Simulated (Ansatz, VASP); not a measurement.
## Two plane-wave programs on BiAs

INCAR

```
SYSTEM = BiAs
  PREC = Accurate
  ENCUT = 600
  EDIFF = 1E-6
  ISMEAR = -1
  SIGMA = 0.05
  LREAL = .FALSE.
  LASPH = .TRUE.
  NELM = 60
  ALGO = Normal
  ISIF = 3
  LWAVE = .FALSE.
  LCHARG = .FALSE.
  GGA = PE
  IBRION = 2
  NSW = 100
  EDIFFG = -0.005
```

Contents of KPOINTS:

```
Automatic mesh
0
G
  10 10 10
  0 0 0
```

File POSCAR:

```
BiAs
1.0
    0.0000000000      3.2195088072      3.2195088072
    3.2195088072      0.0000000000      3.2195088072
    3.2195088072      3.2195088072      0.0000000000
As Bi
1 1
Direct
    0.0000000000      0.0000000000      0.0000000000
    0.2500000000      0.2500000000      0.2500000000
```

Input for Ansatz:

```yaml
crystal:
  lattice:
    - [0.0, 3.2195088072, 3.2195088072]
    - [3.2195088072, 0.0, 3.2195088072]
    - [3.2195088072, 3.2195088072, 0.0]
  atoms:
    - { symbol: As, position: [0.0, 0.0, 0.0] }
    - { symbol: Bi, position: [0.25, 0.25, 0.25] }
kpoints:
  mp_grid: { grid: [10, 10, 10] }
scf:
  occupations: { method: fermi_dirac, width: 0.05 }
hamiltonian:
  xc: pbe
  pseudopotentials: { kind: paw }
output:
  forces: true
  stress: true
relax:
  f_tol: 0.005
  max_steps: 80
  cell: {}
```

Alike in both runs: task relaxation of cell and atoms; functional PBE; k mesh 10 × 10 × 10; occupations fermi-dirac, width 0.05 eV; no spin polarisation.

|  | VASP | Ansatz |
| --- | --- | --- |
| version | VASP 6.6.1 | Ansatz 0.2.0 |
| potentials or method | VASP PAW PBE potentials, release 64 (As, Bi_d) | PAW with Ansatz's default frozen-core files, scalar-relativistic |
| plane-wave cutoff (eV) | 600 | 420 |
| valence electrons in the cell | 20 | 30 |

```tsv
	VASP	Ansatz	Ansatz less VASP
relaxed volume (Å³/atom)	37.70	37.70	+0.003
relaxed length of the cell vector where the two differ most in proportion (Å)	4.742	4.742	+0.0001
```

VASP's potentials hold 20 valence electrons a cell and Ansatz's 30, so a difference there can come from the potentials and not from the codes.

Neither program's run includes spin-orbit coupling.
